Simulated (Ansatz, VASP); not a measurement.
**Two plane-wave programs on CdF2**

The input POSCAR:

```
CdF2
1.0
   -0.0188215442      2.6877493542      2.6877493542
    2.6877493542     -0.0188215442      2.6877493542
    2.6877493542      2.6877493542     -0.0188215442
Cd F
1 2
Direct
    0.0000000000      0.0000000000      0.0000000000
    0.2502885381      0.2502885381      0.2502885381
    0.7497114619      0.7497114619      0.7497114619
```

INCAR.step1

```
  PREC = Accurate
  ENCUT = 660
  ISMEAR = 0
  SIGMA = 0.01
  LREAL = F
  LASPH = T
  NELM = 120
  NBANDS = 24
  GGA = PE
  ALGO = Normal
  EDIFF = 1E-5
  LWAVE = T
  LCHARG = F
  GGA_COMPAT = F
```

The input INCAR.step2:

```
  PREC = Accurate
  ENCUT = 660
  EDIFF = 1E-6
  ISMEAR = 0
  SIGMA = 0.01
  LREAL = F
  LASPH = T
  NELM = 120
  ALGO = Normal
  ISIF = 2
  LWAVE = F
  LCHARG = F
  METAGGA = R2SCAN
  LMIXTAU = T
  NBANDS = 24
  ISTART = 1
  GGA_COMPAT = F
```

Contents of KPOINTS:

```
Automatic mesh
0
Gamma
  8 8 8
```

Input for Ansatz:

```yaml
crystal:
  lattice:
    - [-0.0188215442, 2.6877493542, 2.6877493542]
    - [2.6877493542, -0.0188215442, 2.6877493542]
    - [2.6877493542, 2.6877493542, -0.0188215442]
  atoms:
    - { symbol: Cd, position: [0.0, 0.0, 0.0] }
    - { symbol: F, position: [0.2502885381, 0.2502885381, 0.2502885381] }
    - { symbol: F, position: [0.7497114619, 0.7497114619, 0.7497114619] }
kpoints:
  mp_grid: { grid: [8, 8, 8] }
  band_path:
    path:
      - [0.0, 0.0, 0.0]
      - [0.5, 0.0, 0.5]
      - [0.625, 0.25, 0.625]
      - [0.375, 0.375, 0.75]
      - [0.5, 0.5, 0.5]
      - [0.5, 0.25, 0.75]
      - [0.244792, -0.5, -0.25]
    npoints: 1
hamiltonian:
  xc: r2scan
scf:
  occupations: { method: fixed }
  n_extra_bands: 4
output:
  forces: true
  stress: true
  eigenvalues: true
  write_density: true
  write_potential: true
  elf: true
  volumetric_format: npy
```

Change from the starting cell: epitaxial_111 strain +0.5%.

Alike in both runs: task single point; functional r2SCAN; k mesh 8 × 8 × 8; no spin polarisation.

```csv
,VASP,Ansatz
version,VASP 6.6.1,Ansatz 0.2.0
potentials or method,"VASP PAW PBE potentials, release 64 (Cd_sv_GW, F)","plane waves, PAW"
plane-wave cutoff (eV),660,500
occupations,"gaussian, width 0.01 eV",fixed
valence electrons in the cell,34,34
```

```csv
,VASP,Ansatz,Ansatz less VASP
gap on the k mesh at the Fermi level (eV),3.77,3.78,+0.008
pressure (GPa),-0.9,-0.4,+0.54
"traceless stress, the component that is largest in VASP (GPa)",0.18,0.18,-0.003
rms of the force components (eV/Å),0.003,0.003,-0.0001
```

VASP's potentials were made for PBE, not for r2SCAN. Atom by atom the forces differ by 0.000 eV/Å (rms over components).
